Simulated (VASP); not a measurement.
Input of a VASP 6.6.1 run:

Contents of INCAR:

```
SYSTEM = WC
ALGO     = Normal         ! electronic algorithm
EDIFF    = 1E-6           ! SCF threshold, eV
EDIFFG   = -0.01          ! ionic threshold
ENCUT    = 600            ! plane-wave cutoff, eV
GGA      = PE             ! functional
IBRION   = 2              ! ionic algorithm
ISIF     = 3              ! what is computed and relaxed
ISMEAR   = 0              ! smearing method
LASPH    = .TRUE.         ! aspherical terms in the spheres
LCHARG   = .FALSE.        ! write CHGCAR
LREAL    = .FALSE.        ! projectors in reciprocal space
LWAVE    = .FALSE.        ! write WAVECAR
NELM     = 60             ! most SCF steps
NSW      = 80             ! ionic steps
PREC     = Accurate       ! precision mode
SIGMA    = 0.1            ! smearing width, eV
```

File KPOINTS:

```
k-points
0
G
  16 16 16
  0 0 0
```

Contents of POSCAR:

```
WC
1.0
    0.0000000000      2.1904003773      2.1904003773
    2.1904003773      0.0000000000      2.1904003773
    2.1904003773      2.1904003773      0.0000000000
W C
1 1
Direct
    0.5000000000      0.5000000000      0.5000000000
    0.0000000000      0.0000000000      0.0000000000
```

Potentials or basis: VASP PAW PBE potentials, release 64 (W_sv, C).

Command:

```console
$ cat potpaw_PBE.64/W_sv/POTCAR potpaw_PBE.64/C/POTCAR > POTCAR
$ mpirun -np 1 vasp_std > vasp.out
```

(1) What does it give for the space group after relaxing (to 0.05 Å)?

(2) Estimate the relaxed cell.

(3) What does it give for the relaxed volume?

## Answers

(1) Fm-3m (No. 225).

(2) a = 3.099 Å, b = 3.099 Å, c = 3.099 Å, α = 60.00°, β = 60.00°, γ = 60.00°.

(3) 10.53 Å³/atom.
